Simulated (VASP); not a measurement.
HfGe, 2 atoms in the cell. It takes space group P-6m2 (No. 187, hexagonal). Conventional cell: a = 3.934 Å, b = 3.934 Å, c = 3.510 Å, α = 90.00°, β = 90.00°, γ = 120.00°. Hf (site symmetry -6m2) has 3 Ge at 2.27 Å within 3.0 Å. Within 3.0 Å of Ge (site symmetry -6m2) lie 3 Hf at 2.27 Å. 

- Program: VASP 6.6.1
- Task: single point
- Functional: PBE
- Potentials or basis: VASP PAW PBE potentials, release 64 (Hf_pv, Ge_d)
- Cutoff: 520 eV
- k mesh: 7 × 7 × 6
- Occupations: gaussian, width 0.01 eV
- Spin: non-collinear spin, zero start, spin-orbit coupling
- Starting moments: [[0.0, 0.0, 0.0], [0.0, 0.0, 0.0]] μB
- Dipole correction: no
- Further INCAR settings: ALGO = Normal; EDIFF = 1e-07; NBANDS = 36

Potentials or basis: VASP PAW PBE potentials, release 64 (Hf_pv, Ge_d).

The run is started by

```console
$ cat potpaw_PBE.64/Hf_pv/POTCAR potpaw_PBE.64/Ge_d/POTCAR > POTCAR
$ mpirun -np 1 vasp_ncl > vasp.out
```

Hardware: 1 thread of Intel(R) Xeon(R) 6975P-C (Granite Rapids), on a shared host.

Estimate the wall time of this run.

Wall time 100 s on 1 thread of Intel(R) Xeon(R) 6975P-C (Granite Rapids), on a shared host, peak memory 0.34 GiB. Counts: scf iterations 17, k points 48.
